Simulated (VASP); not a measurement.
Input of a VASP 6.6.1 run:

The input INCAR:

```
ALGO = Normal
EDIFF = 1E-6
EDIFFG = -0.04
ENCUT = 600
GGA = PE
IBRION = 2
ISIF = 3
ISMEAR = 0
LASPH = T
LCHARG = F
LREAL = F
LWAVE = F
NELM = 100
NSW = 90
PREC = Accurate
SIGMA = 0.1
```

The input KPOINTS:

```
k-points
0
Gamma
  6 6 4
```

File POSCAR:

```
BC5
1.0
    4.6938878300      0.0000000000      0.0000000000
   -2.3469439200      4.0650261000      0.0000000000
    0.0000000000      0.0000000000      3.9222412600
B C
1 5
Direct
    0.0000000000      0.0000000000      0.0000000000
    0.5000000000      0.0000000000      0.5000000000
    0.5000000000      0.5000000000      0.5000000000
    0.0000000000      0.5000000000      0.5000000000
    0.3333333300      0.6666666700      0.0000000000
    0.6666666700      0.3333333300      0.0000000000
```

Potentials or basis: VASP PAW PBE potentials, release 64 (B, C).

Command:

```console
$ cat potpaw_PBE.64/B/POTCAR potpaw_PBE.64/C/POTCAR > POTCAR
$ mpirun -np 1 vasp_std > vasp.out
```

Predict the relaxed volume.

8.00 Å³/atom.

What does it give for the space group after relaxing (to 0.05 Å)?

P6/mmm (No. 191).

The path:
| step | energy change (eV) | largest force (eV/Å) | pressure (GPa) | volume (Å³) |
| --- | --- | --- | --- | --- |
| 1 | 0.0000 | 0.0000 | -25.77 | 74.84 |
| 2 | -3.0080 | 0.0000 | -19.56 | 55.14 |
| 3 | -3.7707 | 0.0000 | -4.59 | 46.44 |
| 4 | -3.8023 | 0.0000 | 2.26 | 44.12 |
| 5 | -3.8039 | 0.0000 | 0.58 | 44.63 |
| 6 | -4.5711 | 0.0000 | 0.58 | 43.15 |
| 7 | -5.9845 | 0.0000 | 7.38 | 40.12 |
| 8 | -7.7197 | 0.0000 | 72.01 | 33.03 |
| 9 | -5.8679 | 0.0000 | 155.72 | 29.50 |
| 10 | -7.6465 | 0.0000 | 82.87 | 32.42 |
| 11 | -7.5380 | 0.0000 | 90.80 | 31.97 |
| 12 | -7.5788 | 0.0000 | 92.12 | 31.95 |
| 13 | -7.6509 | 0.0000 | 96.62 | 31.87 |
| 14 | -7.7253 | 0.0000 | 109.01 | 31.67 |
| 15 | -7.9044 | 0.0000 | 105.53 | 31.93 |
| 16 | -8.3961 | 0.0000 | 95.41 | 32.74 |
| 17 | -9.2107 | 0.0000 | 76.44 | 34.37 |
| 18 | -10.3594 | 0.0000 | 48.33 | 37.73 |
| 19 | -11.3359 | 0.0000 | 15.54 | 44.86 |
| 20 | -11.3677 | 0.0000 | 12.09 | 46.11 |
| 21 | -11.3715 | 0.0000 | 11.23 | 46.47 |
| 22 | -11.4651 | 0.0000 | 8.33 | 46.73 |
| 23 | -11.5431 | 0.0000 | 3.57 | 47.12 |
| 24 | -11.5573 | 0.0000 | 2.87 | 47.30 |
| 25 | -11.5501 | 0.0000 | -1.10 | 47.66 |
| 26 | -11.5620 | 0.0000 | 1.67 | 47.44 |
| 27 | -11.5621 | 0.0000 | 1.45 | 47.45 |
| 28 | -11.5634 | 0.0000 | 1.08 | 47.59 |
| 29 | -11.5654 | 0.0000 | 0.03 | 47.99 |

Caveat: the k points lie up to 0.39 Å⁻¹ apart in the final cell; the volume moved by over 15 % at a fixed basis, so the end points are rough.
